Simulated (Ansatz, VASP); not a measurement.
## Nb: VASP beside Ansatz

```
CELL_PARAMETERS angstrom
-1.65573 1.65573 1.65573
1.65573 -1.65573 1.65573
1.65573 1.65573 -1.65573
ATOMIC_POSITIONS crystal
Nb 0.00000 0.00000 0.00000
```

Alike in both runs: functional PBE; k mesh 14 × 14 × 14; occupations gaussian, width 0.05 eV; no spin polarisation.

Ansatz relaxed the structure, and its values are those at the end. VASP's run is a single point on that final structure, the one shown.

```csv
,VASP,Ansatz
version,VASP 6.6.1,Ansatz 0.2.0
potentials or method,"VASP PAW PBE potentials, release 64 (Nb_sv)","scalar-relativistic, plane waves, PAW"
plane-wave cutoff (eV),520,420
valence electrons in the cell,13,13
```

Ansatz gave:

| Property | Result |
| --- | --- |
| gap on the k mesh at the Fermi level (eV) | none |
| pressure (GPa) | 0.0 |

Task: What did VASP give for the same quantities?

Result: gap on the k mesh at the Fermi level (eV): none; pressure (GPa): -0.3.

A gap of «none» marks a metal or a gap that the smearing closes.
